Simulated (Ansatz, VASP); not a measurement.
## One calculation of HfZrSe3, two programs

```
CELL_PARAMETERS angstrom
3.55979 2.05525 2.97133
-3.55979 2.05525 2.97133
0.00000 -4.11049 2.97133
ATOMIC_POSITIONS crystal
Zr 0.00000 0.00000 0.00000
Hf 0.50000 0.50000 0.50000
Se 0.50000 0.50000 0.00000
Se 0.00000 0.50000 0.50000
Se 0.50000 0.00000 0.50000
```

Alike in both runs: functional PBE; k mesh 3 × 3 × 3; occupations gaussian, width 0.15 eV; no spin polarisation.

Ansatz relaxed the structure, and its values are those at the end. VASP's run is a single point on that final structure, the one shown.

|  | VASP | Ansatz |
| --- | --- | --- |
| version | VASP 6.6.1 | Ansatz 0.2.0 |
| potentials or method | VASP PAW PBE potentials, release 64 (Zr_sv, Hf_pv, Se), cutoff 500 eV | scalar-relativistic, plane waves, PAW |
| valence electrons in the cell | 40 | 86 |

Ansatz gave:

| Property | Result |
| --- | --- |
| gap on the k mesh at the Fermi level (eV) | none |
| pressure (GPa) | 0.4 |

Estimate VASP's values.

gap on the k mesh at the Fermi level (eV): none; pressure (GPa): 0.2.

A gap of «none» marks a metal or a gap that the smearing closes. With one functional, cell and mesh, what is left measures potentials, basis and numerics. VASP's potentials hold 40 valence electrons a cell and Ansatz's 86, so a difference there can come from the potentials and not from the codes.

The k mesh is coarse, so the values compare programs but aren't converged. Spin-orbit coupling is off throughout.
